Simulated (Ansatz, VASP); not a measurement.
One calculation of LaSc2F, two programs

```xyz
4
Lattice="-3.1016 3.1016 2.6265 3.1016 -3.1016 2.6265 3.1016 3.1016 -2.6265" Properties=species:S:1:pos:R:3 pbc="T T T"
La    0.0000    0.0000    2.6265
Sc    0.0000    3.1016    0.0000
Sc    3.1016    0.0000    0.0000
F     0.0000    0.0000    0.0000
```

Alike in both runs: functional PBE; k mesh 4 × 4 × 4; occupations gaussian, width 0.1 eV; no spin polarisation.

Ansatz relaxed the structure, and its values are those at the end. VASP's run is a single point on that final structure, the one shown.

```csv
,VASP,Ansatz
version,VASP 6.6.1,Ansatz 0.2.0
potentials or method,"VASP PAW PBE potentials, release 64 (La, Sc_sv, F), cutoff 520 eV","scalar-relativistic, plane waves, PAW"
valence electrons in the cell,40,40
```

|  | VASP | Ansatz | Ansatz less VASP |
| --- | --- | --- | --- |
| gap on the k mesh at the Fermi level (eV) | none | none | - |
| pressure (GPa) | 0.0 | 0.0 | +0.03 |

A gap of «none» marks a metal or a gap that the smearing closes.

The k mesh is coarse, so the values compare programs but aren't converged. Neither program's run includes spin-orbit coupling.
